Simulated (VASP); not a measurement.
**MgS: electric field gradients with LDA**

The system is MgS.

```
Mg S
1.0
     0.00000    2.56649    2.56649
     2.56649    0.00000    2.56649
     2.56649    2.56649    0.00000
Mg S
1 1
Direct
  0.00000 0.00000 0.00000
  0.50000 0.50000 0.50000
```

This cell differs from its parent crystal: volume scaled by 0.96.

```
Program                : VASP 6.6.1
Task                   : electric field gradients
Functional             : LDA
Potentials or basis    : VASP PAW LDA potentials, release 64 (Mg, S)
Cutoff                 : 520 eV
k mesh                 : 8 × 8 × 8
Occupations            : fermi-dirac, width 0.01 eV
Spin                   : no spin polarisation
Dipole correction      : no
Further INCAR settings : ALGO = Normal; EDIFF = 1e-08; NBANDS = 11
```

The pressure is -0.8 GPa and the band gap on the k mesh is 2.64 eV, indirect (least direct gap 3.82 eV).

Levels at points of the mesh, in eV from the valence-band top:
| k point | band 2 | band 3 | band 4 | band 5 | band 6 | band 7 |
| --- | --- | --- | --- | --- | --- | --- |
| (0.00, 0.00, 0.00) | 0.00 | 0.00 | 0.00 | 3.82 | 7.81 | 7.81 |
| (0.50, 0.00, 0.00) | -5.13 | -0.64 | -0.64 | 4.44 | 6.79 | 6.79 |
| (0.50, 0.50, 0.00) | -4.47 | -1.80 | -1.80 | 2.64 | 4.12 | 12.20 |

Run time: 5.4 s on 1 thread of Intel(R) Xeon(R) 6975P-C (Granite Rapids), on a shared host, peak memory 0.14 GiB.

Caveat: without QUAD_EFG the Cq values of the log hold for a quadrupole moment of 1 mb, not for the nuclei. A k mesh can miss the band edges.
